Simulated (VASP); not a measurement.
Here is a VASP 6.6.1 calculation.

The input INCAR:

```
SYSTEM = SiC
  ALGO = Normal
  EDIFF = 1E-7
  EDIFFG = -0.02
  ENCUT = 600
  GGA = PS
  GGA_COMPAT = .False.
  IBRION = 2
  ISIF = 3
  ISMEAR = -1
  LASPH = .True.
  LCHARG = .False.
  LREAL = .False.
  LWAVE = .False.
  NELM = 120
  NELMIN = 4
  NSW = 80
  PREC = Accurate
  PSTRESS = 300.0
  SIGMA = 0.05
```

KPOINTS

```
k-points
0
Gamma
  10 10 10
  0 0 0
```

POSCAR

```
SiC
1.0
    0.0000000000      2.1790000000      2.1790000000
    2.1790000000      0.0000000000      2.1790000000
    2.1790000000      2.1790000000      0.0000000000
Si C
1 1
Direct
    0.0000000000      0.0000000000      0.0000000000
    0.7500000000      0.7500000000      0.7500000000
```

Potentials or basis: VASP PAW PBE potentials, release 64 (Si, C).

The run is started by

```bash
$ cat potpaw_PBE.64/Si/POTCAR potpaw_PBE.64/C/POTCAR > POTCAR
$ mpirun -np 1 vasp_std > vasp.out
```

**Question.** Predict the band gap on the k mesh.

**Answer.** 1.13 eV, indirect (least direct gap 4.55 eV).

**Question.** Estimate the space group after relaxing (to 0.05 Å).

**Answer.** F-43m (No. 216).

**Question.** Predict the relaxed cell.

**Answer.** a = 2.972 Å, b = 2.972 Å, c = 2.972 Å, α = 60.00°, β = 60.00°, γ = 60.00°.

**Question.** What does it give for the relaxed volume?

**Answer.** 9.28 Å³/atom.

The path:
```
step  energy change (eV)  largest force (eV/Å)  pressure (GPa)  volume (Å³)
   1              0.0000                0.0000            0.04        20.69
   2              1.4757                0.0000          113.31        15.42
   3              0.1639                0.0000           28.00        18.65
   4              0.1814                0.0000           29.70        18.56
```

Caveat: the cell is relaxed towards a set pressure, so the enthalpy falls and the energy may rise; the PAW data sets were made with another functional, which shifts forces and pressure a little. A k mesh can miss the band edges.
